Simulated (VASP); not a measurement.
Wanted: the native input for a VASP 6.6.1 run.

```
Task                   : single point
Functional             : LDA
Potentials or basis    : VASP PAW LDA potentials, release 64 (Li_sv, F)
Cutoff                 : 520 eV
k mesh                 : 9 × 9 × 6
Occupations            : gaussian, width 0.05 eV
Spin                   : no spin polarisation
Dipole correction      : no
Further INCAR settings : ALGO = Normal; EDIFF = 1e-07; NBANDS = 18
```

The structure of LiF lies in POSCAR:

```
LiF
1.0
    2.9830981508      0.0000000000      0.0000000000
   -1.4915490754      2.5834387805      0.0000000000
    0.0000000000      0.0000000000      4.8069643601
Li F
2 2
Direct
    0.3333333333      0.6666666667      0.3371874601
    0.6666666667      0.3333333333      0.8371874601
    0.3333333333      0.6666666667      0.9910195924
    0.6666666667      0.3333333333      0.4910195924
```

This cell differs from its parent crystal: atoms shifted along a free coordinate, c/a of the conventional cell at fixed volume 1.6114.

One way to write it, as run:

INCAR

```
SYSTEM = LiF
ALGO     = Normal         ! electronic algorithm
EDIFF    = 1E-7           ! SCF threshold, eV
ENCUT    = 520            ! plane-wave cutoff, eV
GGA      = CA             ! functional
ISIF     = 2              ! what is computed and relaxed
ISMEAR   = 0              ! smearing method
LASPH    = .True.         ! aspherical terms in the spheres
LCHARG   = .True.         ! write CHGCAR
LELF     = .True.         ! ELF
LREAL    = .False.        ! projectors in reciprocal space
LVHAR    = .True.       
LWAVE    = .False.        ! write WAVECAR
NBANDS   = 18             ! bands
NELM     = 80             ! most SCF steps
PREC     = Accurate       ! precision mode
SIGMA    = 0.05           ! smearing width, eV
```

KPOINTS

```
k-points
0
Gamma
  9 9 6
  0 0 0
```

Potentials or basis: VASP PAW LDA potentials, release 64 (Li_sv, F).

The run is started by

```bash
$ cat potpaw_LDA.64/Li_sv/POTCAR potpaw_LDA.64/F/POTCAR > POTCAR
$ mpirun -np 1 vasp_std > vasp.out
```

It gave:

```json
{
 "Largest force": "1.079 eV/Å",
 "Band gap on the k mesh": "7.87 eV"
}
```

Caveat: forces of over 1 eV/Å act on the atoms, so gaps and moduli don't describe the material at rest.

It took 16 s on 1 thread of Intel(R) Xeon(R) Platinum 8559C (Emerald Rapids), on a shared host, peak memory 0.15 GiB.
